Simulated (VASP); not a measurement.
Re, 1 atom in the cell. Symmetry: Fm-3m, No. 225, cubic system. Conventional cell: a = 3.870 Å, b = 3.870 Å, c = 3.870 Å, α = 90.00°, β = 90.00°, γ = 90.00°. Within 3.6 Å of Re (site symmetry m-3m) lie 12 Re at 2.74 Å.  This cell differs from its parent crystal: volume scaled by 0.9405.

| Quantity | Value |
| --- | --- |
| Program | VASP 6.6.1 |
| Task | single point |
| Functional | PBE |
| Potentials or basis | VASP PAW PBE potentials, release 64 (Re) |
| Cutoff | 520 eV |
| k mesh | 14 × 14 × 14 |
| Occupations | fermi-dirac, width 0.05 eV |
| Spin | no spin polarisation |
| Dipole correction | no |
| Further INCAR settings | ALGO = Normal; EDIFF = 1e-06; NBANDS = 10 |

Potentials or basis: VASP PAW PBE potentials, release 64 (Re).

Command:

```bash
$ cat potpaw_PBE.64/Re/POTCAR > POTCAR
$ mpirun -np 1 vasp_std > vasp.out
```

Hardware: 1 thread of Intel(R) Xeon(R) 6975P-C (Granite Rapids), with other jobs on the host.

Question: Estimate the wall time of this run.

Answer: Run time: 6.2 s on 1 thread of Intel(R) Xeon(R) 6975P-C (Granite Rapids), with other jobs on the host, peak memory 0.13 GiB. Counts: scf iterations 11, k points 104.
